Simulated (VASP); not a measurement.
# CdF2 (I4/mmm) in VASP: a series of runs

CdF2 is run at these levels: PBE; tasks: single point.

Program: VASP 6.6.1. These are calculated values, not measurements. Logs are shortened: lines on timing, memory, paths and dates and some standing lists are left out, and cuts for length are marked.

### Step 1. The cell of the first run

Symmetry: I4/mmm, No. 139, tetragonal system. Conventional cell: a = 3.833 Å, b = 3.833 Å, c = 5.004 Å, α = 90.00°, β = 90.00°, γ = 90.00°. Cd (site symmetry 4/mmm) has 8 F at 2.29 Å within 3.0 Å. F (site symmetry -4m2) has 4 Cd at 2.29 Å and 6 F at 2.50 to 2.71 Å within 3.0 Å.

### Step 2. Single point, PBE (12.25 Å³/atom)

The input, INCAR:

```
PREC = Accurate ; ENCUT = 700
EDIFF = 1E-6 ; ISMEAR = 0
SIGMA = 0.05 ; LREAL = False
LASPH = True ; NELM = 120
ALGO = Normal ; ISIF = 2
LWAVE = False ; LCHARG = False
GGA = PE ; NBANDS = 24
GGA_COMPAT = False
```

The input, KPOINTS:

```
regular mesh
0
Gamma
  8 8 8
```

The input, POSCAR:

```
CdF2
1.0
    0.0000000000      2.7106136721      2.5018964193
    2.7106136721      0.0000000000      2.5018964193
    2.7106136721      2.7106136721      0.0000000000
Cd F
1 2
Direct
    0.0000000000      0.0000000000      0.0000000000
    0.2500000000      0.2500000000      0.2500000000
    0.7500000000      0.7500000000      0.7500000000
```

Potentials or basis: VASP PAW PBE potentials, release 64 (Cd_sv_GW, F).

The run is started by

```bash
$ cat potpaw_PBE.64/Cd_sv_GW/POTCAR potpaw_PBE.64/F/POTCAR > POTCAR
$ mpirun -np 1 vasp_std > vasp.out
```

OUTCAR:

```text
PREC = Accurate
   ENCUT = 700
   EDIFF = 1E-6
   ISMEAR = 0
   LREAL = False
   LASPH = True
   NELM = 120
   ISIF = 2
   GGA = PE

 ion  position               nearest neighbor table
   1  0.000  0.000  0.000-
   2  0.250  0.250  0.250-
   3  0.750  0.750  0.750-

  LATTYP: Found a body centered tetragonal cell.
 ALAT       =     3.8333866174
 C/A-ratio  =     1.3053191180

  Lattice vectors:

 A1 = (   0.0000000000,  -2.7106136721,  -2.5018964193)
 A2 = (   0.0000000000,   2.7106136721,  -2.5018964193)
 A3 = (   2.7106136721,   0.0000000000,   2.5018964193)

Analysis of symmetry for initial positions (statically):
=====================================================================
 Subroutine PRICEL returns:
 Original cell was already a primitive cell.

 Routine SETGRP: Setting up the symmetry group for a
 body centered tetragonal supercell.

 Subroutine GETGRP returns: Found 16 space group operations
 (whereof 16 operations were pure point group operations)
 out of a pool of 16 trial point group operations.

The static configuration has the point symmetry D_4h.

Analysis of symmetry for dynamics (positions and initial velocities):
=====================================================================
 Subroutine PRICEL returns:
 Original cell was already a primitive cell.

 Routine SETGRP: Setting up the symmetry group for a
 body centered tetragonal supercell.

 Subroutine GETGRP returns: Found 16 space group operations
 (whereof 16 operations were pure point group operations)
 out of a pool of 16 trial point group operations.

The dynamic configuration has the point symmetry D_4h.

 Subroutine INISYM returns: Found 16 space group operations
 (whereof 16 operations are pure point group operations),
 and found     1 'primitive' translations

----------------------------------------------------------------------------------------

                                     Primitive cell

  volume of cell :      36.7650

  direct lattice vectors                    reciprocal lattice vectors
     0.000000000  2.710613672  2.501896419    -0.184460075  0.184460075  0.199848401
     2.710613672  0.000000000  2.501896419     0.184460075 -0.184460075  0.199848401
     2.710613672  2.710613672  0.000000000     0.184460075  0.184460075 -0.199848401

  length of vectors
     3.688754827  3.688754827  3.833386617     0.328618961  0.328618961  0.328618961

  position of ions in fractional coordinates (direct lattice)
     0.000000000  0.000000000  0.000000000
     0.250000000  0.250000000  0.250000000
     0.750000000  0.750000000  0.750000000

  ion indices of the primitive-cell ions
   primitive index   ion index
                 1           1
                 2           2
                 3           3

----------------------------------------------------------------------------------------

 KPOINTS: regular mesh

Automatic generation of k-mesh.
 Grid dimensions read from file:
 generate k-points for:    8    8    8

 Generating k-lattice:

  Cartesian coordinates                     Fractional coordinates (reciprocal lattice)
    -0.023057509  0.023057509  0.024981050     0.125000000 -0.000000000  0.000000000
     0.023057509 -0.023057509  0.024981050    -0.000000000  0.125000000  0.000000000
     0.023057509  0.023057509 -0.024981050     0.000000000  0.000000000  0.125000000

  Length of vectors
     0.041077370  0.041077370  0.041077370

  Shift w.r.t. Gamma in fractional coordinates (k-lattice)
     0.000000000  0.000000000  0.000000000

 Subroutine IBZKPT returns following result:
 ===========================================

 Found     59 irreducible k-points:

 Following reciprocal coordinates:
            Coordinates               Weight
  0.000000  0.000000  0.000000      1.000000
  0.125000 -0.000000  0.000000      8.000000
  0.250000 -0.000000  0.000000      8.000000
  0.375000 -0.000000  0.000000      8.000000
  0.500000 -0.000000  0.000000      4.000000
  0.125000  0.125000  0.000000      2.000000
[... 16 lines left out ...]
  0.250000 -0.000000  0.125000     16.000000
  0.375000 -0.000000  0.125000     16.000000
 [... further k-points ...]
   k-points           NKPTS =     59   k-points in BZ     NKDIM =     59   number of bands    NBANDS=     24
   number of dos      NEDOS =    301   number of ions     NIONS =      3
   total plane-waves  NPLWV =  36864
   dimension x,y,z NGX =    32 NGY =   32 NGZ =   36
   dimension x,y,z NGXF=    64 NGYF=   64 NGZF=   72
   ions per type =               1   2
   NGX,Y,Z   is equivalent  to a cutoff of  14.42, 14.42, 15.61 a.u.
   NGXF,Y,Z  is equivalent  to a cutoff of  28.84, 28.84, 31.22 a.u.
 SYSTEM =  unknown system
   PREC   = accura    normal or accurate (medium, high low for compatibility)
   ISTART =      0    job   : 0-new  1-cont  2-samecut
   ICHARG =      2    charge: 1-file 2-atom 10-const
   ISPIN  =      1    spin polarized calculation?
   LNONCOLLINEAR =      F non collinear calculations
   LSORBIT =      F    spin-orbit coupling
   LASPH  =      T    aspherical Exc in radial PAW
   ENCUT  =  700.0 eV  51.45 Ry    7.17 a.u.   7.96  7.96  8.27*2*pi/ulx,y,z
   NELM   =    120;   NELMIN=  2; NELMDL= -5     # of ELM steps
   EDIFF  = 0.1E-05   stopping-criterion for ELM
   LREAL  =      F    real-space projection
   EDIFFG = 0.1E-04   stopping-criterion for IOM
   NSW    =      0    number of steps for IOM
   IBRION =     -1    ionic relax: 0-MD 1-quasi-New 2-CG
   NFREE  =      0    steps in history (QN), initial steepest desc. (CG)
   ISIF   =      2    stress and relaxation
   ISYM   =      2    0-nonsym 1-usesym 2-fastsym
   POTIM  = 0.5000    time-step for ionic-motion
   TEBEG  =    0.0;   TEEND  =   0.0 temperature during run
   PSTRESS=    0.0 pullay stress
   NELECT =      34.0000    total number of electrons
   NUPDOWN=      -1.0000    fix difference up-down
   EMIN   =  10.00;   EMAX   =-10.00  energy-range for DOS
   EFERMI =   0.00;   METHOD = LEGACY
   ISMEAR =     0;   SIGMA  =   0.05  broadening in eV -4-tet -1-fermi 0-gaus
   EFERMI_NEDOS =   21; number of points for ismear=-14 and -15
   IALGO  =     38    algorithm
   IMIX   =      4    mixing-type and parameters
     AMIX     =   0.40;   BMIX     =  1.00
     AMIX_MAG =   1.60;   BMIX_MAG =  1.00
  volume/ion in A,a.u.               =      12.25        82.70
  Fermi-wavevector in a.u.,A,eV,Ry     =   1.594984  3.014082 34.612859  2.543973
  Thomas-Fermi vector in A             =   2.692973
   LORBIT       =      0    0 simple, 1 ext, 2 COOP (PROOUT), +10 PAW based schemes
   GGA     = PE    functional components
   LHFCALC =     F    Hartree Fock is set to
   AEXX    =    0.0000 exact exchange contribution
   IVDW    =     0    specifies the selected vdW correction
   LEPSILON=     F    determine dielectric tensor
   LRPA    =     F    only Hartree local field effects (RPA)
 non-spin polarized calculation
 Gauss-broadening in eV      SIGMA  =   0.05
  energy-cutoff  :      700.00
  volume of cell :       36.76
 maximum number of plane-waves:      1570
   NGX = 15   NGY = 15   NGZ = 17

 number of electron      33.9999997 magnetization

 Free energy of the ion-electron system (eV)
  ---------------------------------------------------
  ext. energy  EPLUGINS =         0.00000000
  ---------------------------------------------------
  free energy    TOTEN  =       -10.78530701 eV

  energy without entropy =      -10.78530701  energy(sigma->0) =      -10.78530701

 E-fermi :   1.6146     XC(G=0): -10.9071

 val. band max:        1.3957604002   @ k =  -0.1250   0.5000   0.3750
 cond. band min:       4.5088587835   @ k =   0.0000   0.0000   0.0000
 fundamental gap:      3.1130983833
 Fermi energy:         1.6146491666

 k-point     1 :       0.0000    0.0000    0.0000
  band No.  band energies     occupation
      1     -97.0864      2.00000
      2     -58.2104      2.00000
      3     -58.1788      2.00000
      4     -58.1787      2.00000
      5     -19.8948      2.00000
      6     -18.5771      2.00000
[... 16 lines left out ...]
     23      20.6912      0.00000
     24      22.6526      0.00000

 k-point     2 :       0.1250   -0.0000    0.0000
  band No.  band energies     occupation
      1     -97.0864      2.00000
      2     -58.2106      2.00000
      3     -58.1791      2.00000
      4     -58.1789      2.00000
      5     -19.8359      2.00000
      6     -18.6307      2.00000
[... 16 lines left out ...]
     23      20.5743      0.00000
     24      22.1416      0.00000

 k-point     3 :       0.2500   -0.0000    0.0000
  band No.  band energies     occupation
      1     -97.0863      2.00000
      2     -58.2113      2.00000
      3     -58.1798      2.00000
      4     -58.1792      2.00000
      5     -19.6756      2.00000
      6     -18.7752      2.00000
[... 16 lines left out ...]
     23      21.1983      0.00000
     24      21.5554      0.00000

 k-point     4 :       0.3750   -0.0000    0.0000
  band No.  band energies     occupation
      1     -97.0863      2.00000
      2     -58.2119      2.00000
      3     -58.1806      2.00000
      4     -58.1794      2.00000
      5     -19.4556      2.00000
      6     -18.9751      2.00000
[... 16 lines left out ...]
     23      20.5329      0.00000
     24      20.9190      0.00000

 k-point     5 :       0.5000   -0.0000    0.0000
  band No.  band energies     occupation
      1     -97.0863      2.00000
      2     -58.2122      2.00000
      3     -58.1809      2.00000
      4     -58.1796      2.00000
      5     -19.2572      2.00000
      6     -19.1640      2.00000
[... 451 lines left out ...]
 k-point    22 :       0.1250    0.0000    0.1250
  band No.  band energies     occupation
      1     -97.0864      2.00000
      2     -58.2106      2.00000
      3     -58.1793      2.00000
      4     -58.1789      2.00000
      5     -19.8280      2.00000
      6     -18.6334      2.00000
[... 16 lines left out ...]
     23      21.1823      0.00000
     24      22.4303      0.00000

 k-point    23 :       0.2500   -0.0000    0.1250
  band No.  band energies     occupation
      1     -97.0864      2.00000
      2     -58.2110      2.00000
      3     -58.1799      2.00000
      4     -58.1791      2.00000
      5     -19.7152      2.00000
      6     -18.7303      2.00000
[... 16 lines left out ...]
     23      21.7882      0.00000
     24      22.7031      0.00000

 k-point    24 :       0.3750   -0.0000    0.1250
  band No.  band energies     occupation
      1     -97.0863      2.00000
      2     -58.2117      2.00000
      3     -58.1806      2.00000
      4     -58.1794      2.00000
      5     -19.5302      2.00000
      6     -18.8940      2.00000
[... 16 lines left out ...]
     23      21.1002      0.00000
     24      22.5657      0.00000

 [... further k-points ...]

------------------------ aborting loop because EDIFF is reached ----------------------------------------

  FORCE on cell =-STRESS in cart. coord.  units (eV):
  Direction    XX          YY          ZZ          XY          YZ          ZX
  --------------------------------------------------------------------------------------
  -------------------------------------------------------------------------------------
  Total        2.3359772      2.3359772      4.5334228      0.0000000     -0.0000000      0.0000000
  in kB      101.7992578    101.7992578    197.5614632      0.0000000     -0.0000000      0.0000000
  external PRESSURE =     133.7199929 kB  Pullay stress =       0.0000000 kB

 VOLUME and BASIS-vectors are now :
 -----------------------------------------------------------------------------
  energy-cutoff  :      700.00
  volume of cell :       36.76
      direct lattice vectors                 reciprocal lattice vectors
     0.000000000  2.710613672  2.501896419    -0.184460075  0.184460075  0.199848401
     2.710613672  0.000000000  2.501896419     0.184460075 -0.184460075  0.199848401
     2.710613672  2.710613672  0.000000000     0.184460075  0.184460075 -0.199848401

 POSITION                                       TOTAL-FORCE (eV/Angst)
 -----------------------------------------------------------------------------------
      0.00000      0.00000      0.00000        -0.000000      0.000000     -0.000000
      1.35531      1.35531      1.25095        -0.000000     -0.000000      0.000000
      4.06592      4.06592      3.75284         0.000000      0.000000     -0.000000
 -----------------------------------------------------------------------------------
    total drift:                                0.000000     -0.000000      0.000000

  FREE ENERGIE OF THE ION-ELECTRON SYSTEM (eV)
  ---------------------------------------------------
  free  energy   TOTEN  =       -10.7853070079 eV

  energy  without entropy=      -10.7853070079  energy(sigma->0) =      -10.78530701
```

It took 69 s on 1 thread of Intel Xeon Platinum 8259CL at 2.50GHz (Skylake/Cascade Lake), shared host; peak memory 0.25 GiB.

What came out:

| Property | Result |
| --- | --- |
| Free energy | -10.7853 eV |
| Pressure | 13.4 GPa |
| Band gap on the k mesh | 3.11 eV (least direct gap 3.59 eV) |

Stress tensor (GPa, compression positive):
```
10.18  0.00  0.00
 0.00 10.18  0.00
 0.00  0.00 19.76
```

Levels at points of the mesh, in eV from the valence-band top:
| k point | band 15 | band 16 | band 17 | band 18 | band 19 | band 20 |
| --- | --- | --- | --- | --- | --- | --- |
| (0.00, 0.00, 0.00) | -0.74 | -0.48 | -0.48 | 3.11 | 12.76 | 12.95 |
| (0.50, 0.00, 0.00) | -2.08 | -0.51 | -0.48 | 7.48 | 9.12 | 14.60 |
| (0.50, 0.50, 0.00) | -0.38 | -0.28 | -0.28 | 8.14 | 9.77 | 12.08 |
| (0.50, 0.00, 0.50) | -0.90 | -0.31 | -0.01 | 8.41 | 9.87 | 11.94 |

Caveat: the stress differs along the axes, from 10 to 20 GPa.

### Step 3. Single point, PBE (12.25 Å³/atom)

The input, INCAR:

```
  PREC = Accurate
  ENCUT = 700
  EDIFF = 1E-6
  ISMEAR = 0
  SIGMA = 0.05
  LREAL = False
  LASPH = True
  NELM = 120
  ALGO = Normal
  ISIF = 2
  LWAVE = False
  LCHARG = False
  GGA = PE
  NBANDS = 24
  GGA_COMPAT = False
```

The input, KPOINTS:

```
Automatic mesh
0
Gamma
  8 8 8
```

The input, POSCAR:

```
CdF2
1.0
    0.0000000000      2.6865736185      2.5468717903
    2.6865736185      0.0000000000      2.5468717903
    2.6865736185      2.6865736185      0.0000000000
Cd F
1 2
Direct
    0.0000000000      0.0000000000      0.0000000000
    0.2500000000      0.2500000000      0.2500000000
    0.7500000000      0.7500000000      0.7500000000
```

Potentials or basis: VASP PAW PBE potentials, release 64 (Cd_sv_GW, F).

The run is started by

```bash
$ cat potpaw_PBE.64/Cd_sv_GW/POTCAR potpaw_PBE.64/F/POTCAR > POTCAR
$ mpirun -np 1 vasp_std > vasp.out
```

Run time: 73 s. Hardware: 1 thread of Intel Xeon Platinum 8375C at 2.90GHz (Ice Lake), shared host; peak memory 0.24 GiB.

It converged, with:

```
Free energy            : -10.8176 eV
Pressure               : 13.4 GPa
Band gap on the k mesh : 3.23 eV (least direct gap 3.65 eV)
```

Stress tensor (GPa, compression positive):
```
11.33  0.00  0.00
 0.00 11.33  0.00
 0.00  0.00 17.57
```

Levels at points of the mesh, in eV from the valence-band top:
| k point | band 13 | band 14 | band 15 | band 16 | band 17 | band 18 | band 19 | band 20 | band 21 | band 22 |
| --- | --- | --- | --- | --- | --- | --- | --- | --- | --- | --- |
| (0.00, 0.00, 0.00) | -1.36 | -0.85 | -0.60 | -0.42 | -0.42 | 3.23 | 12.87 | 12.99 | 12.99 | 18.18 |
| (0.50, 0.00, 0.00) | -2.61 | -2.20 | -2.06 | -0.42 | -0.40 | 7.59 | 9.25 | 14.79 | 15.24 | 18.26 |
| (0.50, 0.50, 0.00) | -3.41 | -3.10 | -0.45 | -0.19 | -0.19 | 8.34 | 9.88 | 12.08 | 14.60 | 14.60 |
| (0.50, 0.00, 0.50) | -3.26 | -3.21 | -0.79 | -0.21 | -0.02 | 8.50 | 9.98 | 12.01 | 14.54 | 15.19 |

Caveat: the stress differs along the axes, from 11 to 18 GPa. A k mesh can miss the band edges.

(Part 1 of 2 ends here.)
